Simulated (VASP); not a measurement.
# MgO in VASP: further runs

MgO is run at these levels: PBE, r2SCAN; tasks: single point.

Everything below comes from runs of VASP 6.6.1. Logs are shortened: lines on timing, memory, paths and dates and some standing lists are left out, and cuts for length are marked.

### Step 1. The cell of the first run

The structure is orthorhombic, space group Immm (No. 71). The conventional cell has a = 2.967 Å, b = 2.979 Å, c = 4.204 Å, α = 90.00°, β = 90.00°, γ = 90.00°. Within 2.8 Å of Mg (site symmetry mmm) lie 6 O at 2.10 Å. Within 2.8 Å of O (site symmetry mmm) lie 6 Mg at 2.10 Å.

### Step 2. Single point, PBE (shear xy strain +0.4%)

Contents of INCAR:

```
ALGO = Normal
EDIFF = 1E-7
ENCUT = 520
GGA = PE
ISIF = 2
ISMEAR = -1
LASPH = True
LCHARG = True
LELF = True
LREAL = False
LVHAR = True
LWAVE = False
NBANDS = 11
NELM = 100
PREC = Accurate
SIGMA = 0.02
```

Contents of KPOINTS:

```
k-points
0
Gamma
  10 10 10
```

Contents of POSCAR:

```
MgO
1.0
    0.0039941181      2.1021674168      2.1021674168
    2.1021674168      0.0039941181      2.1021674168
    2.1061615349      2.1061615349      0.0000000000
Mg O
1 1
Direct
    0.0000000000      0.0000000000      0.0000000000
    0.5000000000      0.5000000000      0.5000000000
```

Potentials or basis: VASP PAW PBE potentials, release 64 (Mg, O).

Launch:

```console
cat potpaw_PBE.64/Mg/POTCAR potpaw_PBE.64/O/POTCAR > POTCAR
mpirun -np 1 vasp_std > vasp.out
```

OUTCAR:

```text
EDIFF = 1E-7
   ENCUT = 520
   GGA = PE
   ISIF = 2
   ISMEAR = -1
   LASPH = True
   LREAL = False
   NELM = 100
   PREC = Accurate

 ion  position               nearest neighbor table
   1  0.000  0.000  0.000-   2 2.10   2 2.10   2 2.10   2 2.10   2 2.10   2 2.10
   2  0.500  0.500  0.500-   1 2.10   1 2.10   1 2.10   1 2.10   1 2.10   1 2.10

  LATTYP: Found a body centered orthorhombic cell.
 ALAT       =     2.9672651352
 B/A-ratio  =     1.0038072338
 C/A-ratio  =     1.4169056832

  Lattice vectors:

 A1 = (   2.1021674168,   0.0039941181,  -2.1021674168)
 A2 = (  -2.1021674168,  -0.0039941181,  -2.1021674168)
 A3 = (   0.0039941181,   2.1021674168,   2.1021674168)

Analysis of symmetry for initial positions (statically):
=====================================================================
 Subroutine PRICEL returns:
 Original cell was already a primitive cell.

 Routine SETGRP: Setting up the symmetry group for a
 body centered orthorhombic supercell.

 Subroutine GETGRP returns: Found  8 space group operations
 (whereof  8 operations were pure point group operations)
 out of a pool of  8 trial point group operations.

The static configuration has the point symmetry D_2h.

Analysis of symmetry for dynamics (positions and initial velocities):
=====================================================================
 Subroutine PRICEL returns:
 Original cell was already a primitive cell.

 Routine SETGRP: Setting up the symmetry group for a
 body centered orthorhombic supercell.

 Subroutine GETGRP returns: Found  8 space group operations
 (whereof  8 operations were pure point group operations)
 out of a pool of  8 trial point group operations.

The dynamic configuration has the point symmetry D_2h.

 Subroutine INISYM returns: Found  8 space group operations
 (whereof  8 operations are pure point group operations),
 and found     1 'primitive' translations

----------------------------------------------------------------------------------------

                                     Primitive cell

  volume of cell :      18.5793

  direct lattice vectors                    reciprocal lattice vectors
     0.003994118  2.102167417  2.102167417    -0.238302527  0.238302527  0.237849753
     2.102167417  0.003994118  2.102167417     0.238302527 -0.238302527  0.237849753
     2.106161535  2.106161535  0.000000000     0.237398695  0.237398695 -0.237849753

  length of vectors
     2.972916354  2.972916354  2.978562207     0.412490841  0.412490841  0.411447185

  position of ions in fractional coordinates (direct lattice)
     0.000000000  0.000000000  0.000000000
     0.500000000  0.500000000  0.500000000

  ion indices of the primitive-cell ions
   primitive index   ion index
                 1           1
                 2           2

----------------------------------------------------------------------------------------

 KPOINTS: k-points

Automatic generation of k-mesh.
 Grid dimensions read from file:
 generate k-points for:   10   10   10

 Generating k-lattice:

  Cartesian coordinates                     Fractional coordinates (reciprocal lattice)
    -0.023830253  0.023830253  0.023784975     0.100000000 -0.000000000  0.000000000
     0.023830253 -0.023830253  0.023784975    -0.000000000  0.100000000  0.000000000
     0.023739870  0.023739870 -0.023784975     0.000000000  0.000000000  0.100000000

  Length of vectors
     0.041249084  0.041249084  0.041144718

  Shift w.r.t. Gamma in fractional coordinates (k-lattice)
     0.000000000  0.000000000  0.000000000

 Subroutine IBZKPT returns following result:
 ===========================================

 Found    171 irreducible k-points:

 Following reciprocal coordinates:
            Coordinates               Weight
  0.000000  0.000000  0.000000      1.000000
  0.100000  0.000000  0.000000      4.000000
  0.200000  0.000000  0.000000      4.000000
  0.300000  0.000000  0.000000      4.000000
  0.400000  0.000000  0.000000      4.000000
  0.500000  0.000000  0.000000      2.000000
[... 16 lines left out ...]
  0.300000  0.300000  0.000000      2.000000
  0.400000  0.300000  0.000000      4.000000
 [... further k-points ...]
   k-points           NKPTS =    171   k-points in BZ     NKDIM =    171   number of bands    NBANDS=     11
   number of dos      NEDOS =    301   number of ions     NIONS =      2
   total plane-waves  NPLWV =  13824
   dimension x,y,z NGX =    24 NGY =   24 NGZ =   24
   dimension x,y,z NGXF=    48 NGYF=   48 NGZF=   48
   ions per type =               1   1
   NGX,Y,Z   is equivalent  to a cutoff of  13.42, 13.42, 13.40 a.u.
   NGXF,Y,Z  is equivalent  to a cutoff of  26.84, 26.84, 26.79 a.u.
 SYSTEM =  unknown system
   PREC   = accura    normal or accurate (medium, high low for compatibility)
   ISTART =      0    job   : 0-new  1-cont  2-samecut
   ICHARG =      2    charge: 1-file 2-atom 10-const
   ISPIN  =      1    spin polarized calculation?
   LNONCOLLINEAR =      F non collinear calculations
   LSORBIT =      F    spin-orbit coupling
   LASPH  =      T    aspherical Exc in radial PAW
   ENCUT  =  520.0 eV  38.22 Ry    6.18 a.u.   5.53  5.53  5.54*2*pi/ulx,y,z
   NELM   =    100;   NELMIN=  2; NELMDL= -5     # of ELM steps
   EDIFF  = 0.1E-06   stopping-criterion for ELM
   LREAL  =      F    real-space projection
   EDIFFG = 0.1E-05   stopping-criterion for IOM
   NSW    =      0    number of steps for IOM
   IBRION =     -1    ionic relax: 0-MD 1-quasi-New 2-CG
   NFREE  =      0    steps in history (QN), initial steepest desc. (CG)
   ISIF   =      2    stress and relaxation
   ISYM   =      2    0-nonsym 1-usesym 2-fastsym
   POTIM  = 0.5000    time-step for ionic-motion
   TEBEG  =    0.0;   TEEND  =   0.0 temperature during run
   PSTRESS=    0.0 pullay stress
   NELECT =       8.0000    total number of electrons
   NUPDOWN=      -1.0000    fix difference up-down
   EMIN   =  10.00;   EMAX   =-10.00  energy-range for DOS
   EFERMI =   0.00;   METHOD = LEGACY
   ISMEAR =    -1;   SIGMA  =   0.02  broadening in eV -4-tet -1-fermi 0-gaus
   EFERMI_NEDOS =   21; number of points for ismear=-14 and -15
   IALGO  =     38    algorithm
   IMIX   =      4    mixing-type and parameters
     AMIX     =   0.40;   BMIX     =  1.00
     AMIX_MAG =   1.60;   BMIX_MAG =  1.00
  volume/ion in A,a.u.               =       9.29        62.69
  Fermi-wavevector in a.u.,A,eV,Ry     =   1.236217  2.336111 20.792866  1.528233
  Thomas-Fermi vector in A             =   2.370835
   LORBIT       =      0    0 simple, 1 ext, 2 COOP (PROOUT), +10 PAW based schemes
   GGA     = PE    functional components
   LHFCALC =     F    Hartree Fock is set to
   AEXX    =    0.0000 exact exchange contribution
   IVDW    =     0    specifies the selected vdW correction
   LEPSILON=     F    determine dielectric tensor
   LRPA    =     F    only Hartree local field effects (RPA)
 non-spin polarized calculation
  energy-cutoff  :      520.00
  volume of cell :       18.58
 maximum number of plane-waves:       531
 NGX is ok and might be reduce to    24
   NGX = 11   NGY = 11   NGZ = 11

 number of electron       8.0000004 magnetization

 Free energy of the ion-electron system (eV)
  ---------------------------------------------------
  ext. energy  EPLUGINS =         0.00000000
  ---------------------------------------------------
  free energy    TOTEN  =       -11.90246006 eV

  energy without entropy =      -11.90246006  energy(sigma->0) =      -11.90246006

 E-fermi :   3.6747     XC(G=0): -11.1048

 val. band max:        3.2427928406   @ k =   0.0000   0.0000   0.0000
 cond. band min:       8.0085670402   @ k =   0.0000   0.0000   0.0000
 fundamental gap:      4.7657741995
 Fermi energy:         3.6746537630

 k-point     1 :       0.0000    0.0000    0.0000
  band No.  band energies     occupation
      1     -14.0634      2.00000
      2       3.2141      2.00000
      3       3.2284      2.00000
      4       3.2428      2.00000
      5       8.0086      0.00000
      6      19.0039      0.00000
      7      19.0597      0.00000
      8      19.1152      0.00000
      9      22.9905      0.00000
     10      24.7715      0.00000
     11      24.7718      0.00000

 k-point     2 :       0.1000    0.0000    0.0000
  band No.  band energies     occupation
      1     -13.9562      2.00000
      2       2.5847      2.00000
      3       3.1457      2.00000
      4       3.1644      2.00000
      5       8.6369      0.00000
      6      17.8320      0.00000
      7      19.2474      0.00000
      8      19.3195      0.00000
      9      24.0379      0.00000
     10      24.0548      0.00000
     11      24.6614      0.00000

 k-point     3 :       0.2000    0.0000    0.0000
  band No.  band energies     occupation
      1     -13.6616      2.00000
      2       1.2581      2.00000
      3       2.9725      2.00000
      4       2.9902      2.00000
      5       9.8313      0.00000
      6      16.3131      0.00000
      7      19.7428      0.00000
      8      19.8033      0.00000
      9      23.3338      0.00000
     10      23.3765      0.00000
     11      25.5714      0.00000

 k-point     4 :       0.3000    0.0000    0.0000
  band No.  band energies     occupation
      1     -13.2637      2.00000
      2      -0.0716      2.00000
      3       2.7690      2.00000
      4       2.7854      2.00000
      5      10.7581      0.00000
      6      15.6367      0.00000
      7      19.8730      0.00000
      8      19.9164      0.00000
      9      23.7694      0.00000
     10      23.8394      0.00000
     11      24.9550      0.00000
[... 239 lines left out ...]
 k-point    22 :      -0.2000    0.2000    0.0000
  band No.  band energies     occupation
      1     -13.1447      2.00000
      2       0.1211      2.00000
      3       1.8903      2.00000
      4       2.7658      2.00000
      5      11.7241      0.00000
      6      15.1656      0.00000
      7      18.3944      0.00000
      8      21.0475      0.00000
      9      21.7020      0.00000
     10      24.6935      0.00000
     11      28.1334      0.00000

 k-point    23 :       0.3000    0.3000    0.0000
  band No.  band energies     occupation
      1     -13.0627      2.00000
      2       0.0629      2.00000
      3       2.2652      2.00000
      4       2.3066      2.00000
      5      12.1388      0.00000
      6      13.6739      0.00000
      7      17.7197      0.00000
      8      21.1902      0.00000
      9      21.2757      0.00000
     10      27.4357      0.00000
     11      30.7232      0.00000

 k-point    24 :       0.4000    0.3000    0.0000
  band No.  band energies     occupation
      1     -12.8122      2.00000
      2      -0.3629      2.00000
      3       1.9357      2.00000
      4       2.1164      2.00000
      5      12.8288      0.00000
      6      13.4559      0.00000
      7      16.8893      0.00000
      8      21.4398      0.00000
      9      21.7277      0.00000
     10      28.1775      0.00000
     11      30.3211      0.00000

 [... further k-points ...]
[... 5 lines left out ...]
  --------------------------------------------------------------------------------------
  -------------------------------------------------------------------------------------
  Total        0.5685890      0.5685890      0.5682309     -0.0653130     -0.0000000      0.0000000
  in kB       49.0319024     49.0319024     49.0010209     -5.6322219     -0.0000000      0.0000000
  external PRESSURE =      49.0216086 kB  Pullay stress =       0.0000000 kB

 VOLUME and BASIS-vectors are now :
 -----------------------------------------------------------------------------
  energy-cutoff  :      520.00
  volume of cell :       18.58
      direct lattice vectors                 reciprocal lattice vectors
     0.003994118  2.102167417  2.102167417    -0.238302527  0.238302527  0.237849753
     2.102167417  0.003994118  2.102167417     0.238302527 -0.238302527  0.237849753
     2.106161535  2.106161535  0.000000000     0.237398695  0.237398695 -0.237849753

 POSITION                                       TOTAL-FORCE (eV/Angst)
 -----------------------------------------------------------------------------------
      0.00000      0.00000      0.00000        -0.000000     -0.000000     -0.000000
      2.10616      2.10616      2.10217         0.000000      0.000000      0.000000
 -----------------------------------------------------------------------------------
    total drift:                               -0.000000     -0.000000      0.000000

  FREE ENERGIE OF THE ION-ELECTRON SYSTEM (eV)
  ---------------------------------------------------
  free  energy   TOTEN  =       -11.9024600573 eV

  energy  without entropy=      -11.9024600573  energy(sigma->0) =      -11.90246006
```

Run time: 18 s. Hardware: 1 thread of Intel Xeon Platinum 8488C (Sapphire Rapids), shared host; peak memory 0.16 GiB.

Results:

- Free energy: -11.9025 eV
- Pressure: 4.9 GPa
- Band gap on the k mesh: 4.77 eV, direct

Caveat: the cell differs from its parent crystal (shear xy strain +0.4%).

### Step 3. Single point, r2SCAN (uniaxial z strain +2.9%)

Contents of POSCAR:

```
MgO
1.0
    0.0000000000      2.1021674168      2.1624996217
    2.1021674168      0.0000000000      2.1624996217
    2.1021674168      2.1021674168      0.0000000000
Mg O
1 1
Direct
    0.0000000000      0.0000000000      0.0000000000
    0.5000000000      0.5000000000      0.5000000000
```

Contents of INCAR.step1:

```
SYSTEM = MgO
PREC = Accurate
ENCUT = 520
ISMEAR = 0
SIGMA = 0.01
LREAL = .False.
LASPH = .True.
NELM = 80
NBANDS = 11
GGA = PE
ALGO = Normal
EDIFF = 1E-4
LWAVE = .True.
LCHARG = .False.
```

Contents of INCAR.step2:

```
SYSTEM = MgO
PREC = Accurate
ENCUT = 520
EDIFF = 1E-6
ISMEAR = 0
SIGMA = 0.01
LREAL = .False.
LASPH = .True.
NELM = 80
ALGO = Normal
ISIF = 2
LWAVE = .False.
LCHARG = .False.
METAGGA = R2SCAN
LMIXTAU = .True.
NBANDS = 11
ISTART = 1
```

Contents of KPOINTS:

```
Automatic mesh
0
Gamma
  10 10 10
  0 0 0
```

Potentials or basis: VASP PAW PBE potentials, release 64 (Mg, O).

Launch:

```console
cat potpaw_PBE.64/Mg/POTCAR potpaw_PBE.64/O/POTCAR > POTCAR
cp INCAR.step1 INCAR
mpirun -np 1 vasp_std > vasp.out
cp INCAR.step2 INCAR
mpirun -np 1 vasp_std > vasp.out
```

Run time: 34 s. Hardware: 1 thread of Intel Xeon Platinum 8488C (Sapphire Rapids), shared host; peak memory 0.16 GiB.

The run converged. Its results:

```
Free energy            : -16.1449 eV
Pressure               : -5.3 GPa
Band gap on the k mesh : 5.33 eV, direct
```

Stress tensor (GPa, compression positive):
```
-3.69  0.00  0.00
 0.00 -3.69  0.00
 0.00  0.00 -8.57
```

Levels at points of the mesh, in eV from the valence-band top:
| k point | band 2 | band 3 | band 4 | band 5 | band 6 | band 7 |
| --- | --- | --- | --- | --- | --- | --- |
| (0.00, 0.00, 0.00) | -0.06 | -0.06 | 0.00 | 5.33 | 16.47 | 16.77 |
| (0.50, 0.00, 0.00) | -4.55 | -0.72 | -0.66 | 8.60 | 13.49 | 16.84 |
| (0.50, 0.50, 0.00) | -4.11 | -1.30 | -1.30 | 10.16 | 10.80 | 13.74 |
| (0.50, 0.00, 0.50) | -4.02 | -1.51 | -1.33 | 9.87 | 10.76 | 14.12 |

Caveat: the cell differs from its parent crystal (uniaxial z strain +2.9%); the PAW data sets were made with another functional, which shifts forces and pressure a little.
